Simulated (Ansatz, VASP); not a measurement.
**Si2Mo: VASP beside Ansatz**

Contents of INCAR:

```
SYSTEM = Si2Mo
  ALGO = Normal
  EDIFF = 1E-6
  ENCUT = 520
  GGA = PS
  ISIF = 2
  ISMEAR = 0
  LASPH = .TRUE.
  LCHARG = .FALSE.
  LREAL = .FALSE.
  LWAVE = .FALSE.
  NBANDS = 43
  NELM = 100
  PREC = Accurate
  SIGMA = 0.15
```

File KPOINTS:

```
k-points
0
G
  12 12 6
  0 0 0
```

Contents of POSCAR:

```
Si2Mo
1.0
    4.5744403908      0.0000000000      0.0000000000
   -2.2872201954      3.9615815865      0.0000000000
    0.0000000000      0.0000000000      6.5665572496
Si Mo
6 3
Direct
    0.1515468434      0.8484531566      0.8333333333
    0.3535785741      0.1767892871      0.1666666667
    0.8232107129      0.6464214259      0.5000000000
    0.8232107129      0.1767892871      0.8333333333
    0.6969063132      0.8484531566      0.1666666667
    0.1515468434      0.3030936868      0.5000000000
    0.4920256169     -0.0159487663      0.5000000000
    0.0159487663      0.5079743831      0.1666666667
    0.4920256169      0.5079743831      0.8333333333
```

Input for Ansatz:

```yaml
crystal:
  lattice:
    - [4.5744403908, 0.0, 0.0]
    - [-2.2872201954, 3.9615815865, 0.0]
    - [0.0, 0.0, 6.5665572496]
  atoms:
    - { symbol: Si, position: [0.1515468434, 0.8484531566, 0.8333333333] }
    - { symbol: Si, position: [0.3535785741, 0.1767892871, 0.1666666667] }
    - { symbol: Si, position: [0.8232107129, 0.6464214259, 0.5] }
    - { symbol: Si, position: [0.8232107129, 0.1767892871, 0.8333333333] }
    - { symbol: Si, position: [0.6969063132, 0.8484531566, 0.1666666667] }
    - { symbol: Si, position: [0.1515468434, 0.3030936868, 0.5] }
    - { symbol: Mo, position: [0.4920256169, -0.0159487663, 0.5] }
    - { symbol: Mo, position: [0.0159487663, 0.5079743831, 0.1666666667] }
    - { symbol: Mo, position: [0.4920256169, 0.5079743831, 0.8333333333] }
basis:
  ecutwfc: 420
kpoints:
  mp_grid: { grid: [12, 12, 6] }
hamiltonian:
  xc: pbesol
scf:
  occupations: { method: gaussian, width: 0.15 }
output:
  forces: true
  stress: true
  eigenvalues: true
```

Change from the starting cell: mode 4 (193.4 1/cm) frozen in, largest displacement -0.100 Å.

Alike in both runs: task single point; functional PBEsol; k mesh 12 × 12 × 6; occupations gaussian, width 0.15 eV; no spin polarisation.

|  | VASP | Ansatz |
| --- | --- | --- |
| version | VASP 6.6.1 | Ansatz 0.2.0 |
| potentials or method | VASP PAW PBE potentials, release 64 (Si, Mo_sv), cutoff 520 eV | scalar-relativistic, plane waves, PAW |
| valence electrons in the cell | 66 | 66 |

|  | VASP | Ansatz | Ansatz less VASP |
| --- | --- | --- | --- |
| gap on the k mesh at the Fermi level (eV) | none | none | - |
| pressure (GPa) | 0.5 | 0.1 | -0.38 |
| traceless stress, the component that is largest in VASP (GPa) | 0.22 | 0.20 | -0.021 |
| rms of the force components (eV/Å) | 0.326 | 0.327 | +0.0011 |

VASP's potentials were made for PBE, not for PBEsol. Atom by atom the forces differ by 0.002 eV/Å (rms over components). A gap of «none» marks a metal or a gap that the smearing closes.
